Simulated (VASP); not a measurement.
# Te (P3_121) in VASP: further runs

The runs below take Te through single point, relaxation of cell and atoms, with HF, RPBE.

All numbers are computed with VASP 6.6.1; they aren't measurements. Logs are shortened: lines on timing, memory, paths and dates and some standing lists are left out, and cuts for length are marked.

### 1 The cell of the first run

It takes space group P3_121 (No. 152, trigonal). The conventional cell has a = 4.454 Å, b = 4.454 Å, c = 5.924 Å, α = 90.00°, β = 90.00°, γ = 120.00°. Within 3.8 Å of Te (site symmetry 2) lie 6 Te at 2.86 to 3.47 Å.

### 2 Single point, HF

Contents of POSCAR:

```
Te
1.0
    4.4540000000      0.0000000000      0.0000000000
   -2.2270000000      3.8572771485      0.0000000000
    0.0000000000      0.0000000000      5.9240000000
Te
3
Direct
    0.7310000000      0.7310000000      0.0000000000
    0.0000000000      0.2690000000      0.6666666667
    0.2690000000      0.0000000000      0.3333333333
```

Contents of INCAR.step1:

```
  PREC = Accurate
  ENCUT = 520
  EDIFF = 1E-5
  ISMEAR = -1
  SIGMA = 0.05
  LREAL = False
  LASPH = True
  NELM = 80
  ALGO = Normal
  ISIF = 2
  LWAVE = True
  LCHARG = False
  NBANDS = 16
  GGA = PE
```

Contents of INCAR.step2:

```
  PREC = Accurate
  ENCUT = 520
  EDIFF = 1E-7
  ISMEAR = -1
  SIGMA = 0.05
  LREAL = False
  LASPH = True
  NELM = 80
  ALGO = Normal
  ISIF = 2
  LWAVE = False
  LCHARG = False
  GGA = PE
  LHFCALC = True
  AEXX = 1.0
  ALDAC = 0.0
  AGGAC = 0.0
  PRECFOCK = Normal
  NBANDS = 16
  ISTART = 1
```

Contents of KPOINTS:

```
Automatic mesh
0
Gamma
  4 4 3
```

Potentials or basis: VASP PAW PBE potentials, release 64 (Te).

On the command line:

```
> cat potpaw_PBE.64/Te/POTCAR > POTCAR
> cp INCAR.step1 INCAR
> mpirun -np 1 vasp_std > vasp.out
> cp INCAR.step2 INCAR
> mpirun -np 1 vasp_std > vasp.out
```

OUTCAR:

```text
PREC = Accurate
   ENCUT = 520
   EDIFF = 1E-7
   ISMEAR = -1
   LREAL = False
   LASPH = True
   NELM = 80
   ISIF = 2
   GGA = PE
   LHFCALC = True
   AEXX = 1.0
   PRECFOCK = Normal
   ISTART = 1

 ion  position               nearest neighbor table
   1  0.731  0.731  0.000-   3 2.86   2 2.86   3 3.47   2 3.47   2 3.47   3 3.47
   2  0.000  0.269  0.667-   1 2.86   3 2.86   1 3.47   1 3.47   3 3.47   3 3.47
   3  0.269  0.000  0.333-   1 2.86   2 2.86   1 3.47   1 3.47   2 3.47   2 3.47

  LATTYP: Found a hexagonal cell.
 ALAT       =     4.4540000000
 C/A-ratio  =     1.3300404131

  Lattice vectors:

 A1 = (   4.4540000000,   0.0000000000,   0.0000000000)
 A2 = (  -2.2270000000,   3.8572771485,   0.0000000000)
 A3 = (   0.0000000000,   0.0000000000,   5.9240000000)

Analysis of symmetry for initial positions (statically):
=====================================================================
 Subroutine PRICEL returns:
 Original cell was already a primitive cell.

 Routine SETGRP: Setting up the symmetry group for a
 hexagonal supercell.

 Subroutine GETGRP returns: Found  6 space group operations
 (whereof  2 operations were pure point group operations)
 out of a pool of 24 trial point group operations.

The static configuration has the point symmetry C_2 .
 The point group associated with its full space group is D_3 .

Analysis of symmetry for dynamics (positions and initial velocities):
=====================================================================
 Subroutine PRICEL returns:
 Original cell was already a primitive cell.

 Routine SETGRP: Setting up the symmetry group for a
 hexagonal supercell.

 Subroutine GETGRP returns: Found  6 space group operations
 (whereof  2 operations were pure point group operations)
 out of a pool of 24 trial point group operations.

The dynamic configuration has the point symmetry C_2 .
 The point group associated with its full space group is D_3 .

 Subroutine INISYM returns: Found  6 space group operations
 (whereof  2 operations are pure point group operations),
 and found     1 'primitive' translations

----------------------------------------------------------------------------------------

                                     Primitive cell

  volume of cell :     101.7762

  direct lattice vectors                    reciprocal lattice vectors
     4.454000000  0.000000000  0.000000000     0.224517288  0.129625117  0.000000000
    -2.227000000  3.857277149  0.000000000     0.000000000  0.259250233  0.000000000
     0.000000000  0.000000000  5.924000000     0.000000000  0.000000000  0.168804862

  length of vectors
     4.454000000  4.454000000  5.924000000     0.259250233  0.259250233  0.168804862

  position of ions in fractional coordinates (direct lattice)
     0.731000000  0.731000000  0.000000000
     0.000000000  0.269000000  0.666666667
     0.269000000  0.000000000  0.333333333

  ion indices of the primitive-cell ions
   primitive index   ion index
                 1           1
                 2           2
                 3           3

----------------------------------------------------------------------------------------

 KPOINTS: Automatic mesh

Automatic generation of k-mesh.
 Grid dimensions read from file:
 generate k-points for:    4    4    3

 Generating k-lattice:

  Cartesian coordinates                     Fractional coordinates (reciprocal lattice)
     0.056129322  0.032406279  0.000000000     0.250000000  0.000000000  0.000000000
     0.000000000  0.064812558  0.000000000     0.000000000  0.250000000  0.000000000
     0.000000000  0.000000000  0.056268287     0.000000000  0.000000000  0.333333333

  Length of vectors
     0.064812558  0.064812558  0.056268287

  Shift w.r.t. Gamma in fractional coordinates (k-lattice)
     0.000000000  0.000000000  0.000000000

 Subroutine IBZKPT returns following result:
 ===========================================

 Found      9 irreducible k-points:

 Following reciprocal coordinates:
            Coordinates               Weight
  0.000000  0.000000  0.000000      1.000000
  0.250000  0.000000  0.000000      6.000000
  0.500000  0.000000  0.000000      3.000000
  0.250000  0.250000  0.000000      6.000000
  0.000000  0.000000  0.333333      2.000000
  0.250000  0.000000  0.333333      6.000000
  0.000000  0.250000  0.333333      6.000000
  0.500000  0.000000  0.333333      6.000000
  0.250000  0.250000  0.333333     12.000000
   k-points           NKPTS =      9   k-points in BZ     NKDIM =     48   number of bands    NBANDS=     16
   number of dos      NEDOS =    301   number of ions     NIONS =      3
   total plane-waves  NPLWV =  62208
   dimension x,y,z NGX =    36 NGY =   36 NGZ =   48
   dimension x,y,z NGXF=    72 NGYF=   72 NGZF=   96
   ions per type =               3
   NGX,Y,Z   is equivalent  to a cutoff of  13.44, 13.44, 13.47 a.u.
   NGXF,Y,Z  is equivalent  to a cutoff of  26.87, 26.87, 26.94 a.u.
 SYSTEM =  unknown system
   PREC   = accura    normal or accurate (medium, high low for compatibility)
   ISTART =      1    job   : 0-new  1-cont  2-samecut
   ICHARG =      0    charge: 1-file 2-atom 10-const
   ISPIN  =      1    spin polarized calculation?
   LNONCOLLINEAR =      F non collinear calculations
   LSORBIT =      F    spin-orbit coupling
   LASPH  =      T    aspherical Exc in radial PAW
   ENCUT  =  520.0 eV  38.22 Ry    6.18 a.u.   8.28  8.28 11.01*2*pi/ulx,y,z
   NELM   =     80;   NELMIN=  2; NELMDL=  0     # of ELM steps
   EDIFF  = 0.1E-06   stopping-criterion for ELM
   LREAL  =      F    real-space projection
   EDIFFG = 0.1E-05   stopping-criterion for IOM
   NSW    =      0    number of steps for IOM
   IBRION =     -1    ionic relax: 0-MD 1-quasi-New 2-CG
   NFREE  =      0    steps in history (QN), initial steepest desc. (CG)
   ISIF   =      2    stress and relaxation
   ISYM   =      3    0-nonsym 1-usesym 2-fastsym
   POTIM  = 0.5000    time-step for ionic-motion
   TEBEG  =    0.0;   TEEND  =   0.0 temperature during run
   PSTRESS=    0.0 pullay stress
   NELECT =      18.0000    total number of electrons
   NUPDOWN=      -1.0000    fix difference up-down
   EMIN   =  10.00;   EMAX   =-10.00  energy-range for DOS
   EFERMI =   0.00;   METHOD = LEGACY
   ISMEAR =    -1;   SIGMA  =   0.05  broadening in eV -4-tet -1-fermi 0-gaus
   EFERMI_NEDOS =   21; number of points for ismear=-14 and -15
   IALGO  =     38    algorithm
   IMIX   =      1    mixing-type and parameters
     AMIX     =   0.40;   BMIX     =  1.00
     AMIX_MAG =   1.60;   BMIX_MAG =  1.00
  volume/ion in A,a.u.               =      33.93       228.94
  Fermi-wavevector in a.u.,A,eV,Ry     =   0.918933  1.736531 11.489263  0.844437
  Thomas-Fermi vector in A             =   2.044070
   LORBIT       =      0    0 simple, 1 ext, 2 COOP (PROOUT), +10 PAW based schemes
   GGA     = PE    functional components
   LHFCALC =     T    Hartree Fock is set to
   PRECFOCK=normal    Normal, Fast or Accurate (Low or Medium for compatibility)
   ENCUT4O =  -1.0   cutoff for four orbital integrals eV
   NKREDX  =     1    reduce k-point grid by
   NKREDY  =     1    reduce k-point grid by
   NKREDZ  =     1    reduce k-point grid by
   AEXX    =    1.0000 exact exchange contribution
   HFSCREEN=    0.0000 screening length (either q_TF or 0.3 A-1)
   HFSCREENC=   0.0000 screening length for correlation (either q_TF or 0.3 A-1)
   ENCUTFOCK=  -1.0 apply spherical cutoff to Coloumb kernel
   IVDW    =     0    specifies the selected vdW correction
   LEPSILON=     F    determine dielectric tensor
   LRPA    =     F    only Hartree local field effects (RPA)
 non-spin polarized calculation
  energy-cutoff  :      520.00
  volume of cell :      101.78
 maximum number of plane-waves:      2758
 NGX is ok and might be reduce to    36
  NGX = 28; NGY = 28; NGZ = 36

 number of electron      17.9999999 magnetization

 Free energy of the ion-electron system (eV)
  ---------------------------------------------------
  ext. energy  EPLUGINS =         0.00000000
  ---------------------------------------------------
  free energy    TOTEN  =       -28.67170069 eV

  energy without entropy =      -28.67170069  energy(sigma->0) =      -28.67170069

 E-fermi :   4.5101     XC(G=0):   0.0000

 val. band max:        3.3062000504   @ k =   0.2500   0.2500   0.3333
 cond. band min:       9.7237208805   @ k =   0.0000   0.0000   0.3333
 fundamental gap:      6.4175208302
 Fermi energy:         4.5101253156

 k-point     1 :       0.0000    0.0000    0.0000
  band No.  band energies     occupation
      1     -14.3780      2.00000
      2      -9.7719      2.00000
      3      -9.7719      2.00000
      4      -0.0841      2.00000
      5       0.3302      2.00000
      6       0.3302      2.00000
[... 8 lines left out ...]
     15      15.0875      0.00000
     16      16.7662      0.00000

 k-point     2 :       0.2500    0.0000    0.0000
  band No.  band energies     occupation
      1     -13.8031      2.00000
      2     -10.0029      2.00000
      3      -9.5737      2.00000
      4      -2.4790      2.00000
      5      -1.3204      2.00000
      6      -0.8574      2.00000
[... 8 lines left out ...]
     15      16.5337      0.00000
     16      17.1398      0.00000

 k-point     3 :       0.5000    0.0000    0.0000
  band No.  band energies     occupation
      1     -12.8406      2.00000
      2     -10.8384      2.00000
      3      -9.3372      2.00000
      4      -2.7478      2.00000
      5      -2.0308      2.00000
      6      -1.2064      2.00000
[... 8 lines left out ...]
     15      18.4930      0.00000
     16      18.9425      0.00000

 k-point     4 :       0.2500    0.2500    0.0000
  band No.  band energies     occupation
      1     -12.9093      2.00000
      2     -10.3596      2.00000
      3      -9.8301      2.00000
      4      -2.4584      2.00000
      5      -2.3863      2.00000
      6      -0.5087      2.00000
[... 8 lines left out ...]
     15      16.7069      0.00000
     16      18.3928      0.00000

 k-point     5 :       0.0000    0.0000    0.3333
  band No.  band energies     occupation
      1     -13.8268      2.00000
      2     -12.2211      2.00000
      3      -7.2616      2.00000
      4      -0.8873      2.00000
      5       0.1300      2.00000
      6       0.4438      2.00000
[... 8 lines left out ...]
     15      15.8585      0.00000
     16      17.4800      0.00000

 k-point     6 :       0.2500    0.0000    0.3333
  band No.  band energies     occupation
      1     -13.2973      2.00000
      2     -11.7752      2.00000
      3      -8.2941      2.00000
      4      -1.5720      2.00000
      5      -0.7498      2.00000
      6      -0.1919      2.00000
[... 8 lines left out ...]
     15      15.7311      0.00000
     16      15.8889      0.00000

 k-point     7 :       0.0000    0.2500    0.3333
  band No.  band energies     occupation
      1     -13.2729      2.00000
      2     -11.8584      2.00000
      3      -8.0574      2.00000
      4      -2.5203      2.00000
      5      -1.5320      2.00000
      6      -0.4915      2.00000
[... 8 lines left out ...]
     15      16.7123      0.00000
     16      17.6581      0.00000

 k-point     8 :       0.5000    0.0000    0.3333
  band No.  band energies     occupation
      1     -12.4473      2.00000
      2     -11.3348      2.00000
      3      -9.4066      2.00000
      4      -3.7875      2.00000
      5      -1.6945      2.00000
      6      -1.0079      2.00000
[... 8 lines left out ...]
     15      16.9963      0.00000
     16      19.6544      0.00000

 k-point     9 :       0.2500    0.2500    0.3333
  band No.  band energies     occupation
      1     -12.4769      2.00000
      2     -11.3425      2.00000
      3      -9.2881      2.00000
      4      -3.3127      2.00000
      5      -2.4905      2.00000
      6      -1.7629      2.00000
[... 8 lines left out ...]
     15      17.2289      0.00000
     16      17.6518      0.00000

------------------------ aborting loop because EDIFF is reached ----------------------------------------

  FORCE on cell =-STRESS in cart. coord.  units (eV):
  Direction    XX          YY          ZZ          XY          YZ          ZX
  --------------------------------------------------------------------------------------
  -------------------------------------------------------------------------------------
  Total        0.0362507      0.0362507     -3.6801729      0.0000000     -0.0000000      0.0000000
  in kB        0.5706645      0.5706645    -57.9338916      0.0000000     -0.0000000      0.0000000
  external PRESSURE =     -18.9308542 kB  Pullay stress =       0.0000000 kB

 VOLUME and BASIS-vectors are now :
 -----------------------------------------------------------------------------
  energy-cutoff  :      520.00
  volume of cell :      101.78
      direct lattice vectors                 reciprocal lattice vectors
     4.454000000  0.000000000  0.000000000     0.224517288  0.129625117  0.000000000
    -2.227000000  3.857277149  0.000000000     0.000000000  0.259250233  0.000000000
     0.000000000  0.000000000  5.924000000     0.000000000  0.000000000  0.168804862

 POSITION                                       TOTAL-FORCE (eV/Angst)
 -----------------------------------------------------------------------------------
      1.62794      2.81967      0.00000         1.040350      1.801939      0.000000
     -0.59906      1.03761      3.94933         1.040350     -1.801939      0.000000
      1.19813      0.00000      1.97467        -2.080700     -0.000000      0.000000
 -----------------------------------------------------------------------------------
    total drift:                                0.000001     -0.000000      0.000000

  FREE ENERGIE OF THE ION-ELECTRON SYSTEM (eV)
  ---------------------------------------------------
  free  energy   TOTEN  =       -28.6717006857 eV

  energy  without entropy=      -28.6717006857  energy(sigma->0) =      -28.67170069
```

Wall time 32 min (1 thread of Intel Xeon Platinum 8259CL at 2.50GHz (Skylake/Cascade Lake), shared host); peak memory 0.25 GiB.

What came out:

```yaml
Free_energy: -28.6717 eV
Pressure: -1.9 GPa
Largest_force: 2.081 eV/Å
Band_gap_on_the_k_mesh: 6.42 eV (least direct gap 6.60 eV)
```

Forces in eV/Å, atoms in the order of the input:
```
Te   1.040  1.802  0.000
Te   1.040 -1.802  0.000
Te  -2.081  0.000  0.000
```

Caveat: the stress differs along the axes, from -6 to 0 GPa; the PAW data sets were made with another functional, which shifts forces and pressure a little; spin-orbit coupling is left out, which moves the levels of the heavy elements.

### 3 Single point, RPBE

Contents of INCAR:

```
  PREC = Accurate
  ENCUT = 520
  EDIFF = 1E-6
  ISMEAR = -1
  SIGMA = 0.05
  LREAL = F
  LASPH = T
  NELM = 60
  ALGO = Normal
  ISIF = 2
  LWAVE = F
  LCHARG = T
  GGA = RP
  LELF = T
  LVHAR = T
  NBANDS = 16
```

Contents of KPOINTS:

```
Automatic mesh
0
Gamma
  7 7 5
```

POSCAR is that of step 2.

Potentials or basis: VASP PAW PBE potentials, release 64 (Te).

On the command line:

```
> cat potpaw_PBE.64/Te/POTCAR > POTCAR
> mpirun -np 1 vasp_std > vasp.out
```

It took 88 s on 1 thread of Oxide Virtual Turin-like, shared host; peak memory 0.2 GiB.

It converged, with:

| Item | Value |
| --- | --- |
| Free energy | -8.3332 eV |
| Pressure | 2.7 GPa |
| Largest force | 0.152 eV/Å |
| Band gap on the k mesh | 0.66 eV (least direct gap 0.81 eV) |

Forces on the atoms (eV/Å):
```
Te  -0.076 -0.132  0.000
Te  -0.076  0.132  0.000
Te   0.152  0.000  0.000
```

Stress tensor (GPa, compression positive):
```
2.61 0.00 0.00
0.00 2.61 0.00
0.00 0.00 3.02
```

Levels at points of the mesh, in eV from the valence-band top:
| k point | band 6 | band 7 | band 8 | band 9 | band 10 | band 11 | band 12 | band 13 |
| --- | --- | --- | --- | --- | --- | --- | --- | --- |
| (0.00, 0.00, 0.00) | -2.58 | -1.51 | -1.51 | -0.70 | 1.18 | 1.18 | 1.78 | 5.19 |

Caveat: the PAW data sets were made with another functional, which shifts forces and pressure a little; spin-orbit coupling is left out, which moves the levels of the heavy elements. A k mesh can miss the band edges.

[end of part 1 of 2]
